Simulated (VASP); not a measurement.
**La6N: single point with PBE**

The system is La6N.

```
CELL_PARAMETERS angstrom
3.82869 0.00000 0.00000
0.00000 3.82869 0.00000
0.00000 0.00000 15.33480
ATOMIC_POSITIONS crystal
La 0.50000 0.50000 0.84501
La 0.50000 0.50000 0.15499
La 0.00000 0.00000 0.00000
La 0.00000 0.00000 0.65839
La 0.00000 0.00000 0.34161
La 0.50000 0.50000 0.50000
N 0.50000 0.50000 0.00000
```

```
Program             : VASP 6.6.1
Task                : single point
Functional          : PBE
Potentials or basis : VASP PAW PBE potentials, release 64 (La, N)
Cutoff              : 520 eV
k mesh              : 5 × 5 × 2
Occupations         : gaussian, width 0.2 eV
Spin                : no spin polarisation
```

```json
{
  "Pressure": "0.3 GPa",
  "Largest force": "0.051 eV/Å"
}
```

Forces on the atoms (eV/Å):
```
La   0.000  0.000 -0.003
La   0.000  0.000  0.003
La   0.000  0.000  0.000
La   0.000  0.000  0.051
La   0.000  0.000 -0.051
La   0.000  0.000  0.000
N    0.000  0.000  0.000
```

Levels at points of the mesh, in eV from the Fermi level:
```
           k point  band 32  band 33  band 34  band 35  band 36  band 37  band 38  band 39  band 40  band 41
(0.00, 0.00, 0.00)    -1.63    -1.46    -1.16    -1.02    -0.78     0.05     0.55     1.38     1.39     1.41
(0.00, 0.00, 0.50)    -1.50    -1.37    -1.35    -1.29    -0.42    -0.39     1.03     1.04     1.32     1.46
```

Run time: 110 s on 1 thread of Intel(R) Xeon(R) 6975P-C (Granite Rapids) (shared host), peak memory 0.34 GiB.

Caveat: spin-orbit coupling is left out, which moves the levels of the heavy elements.
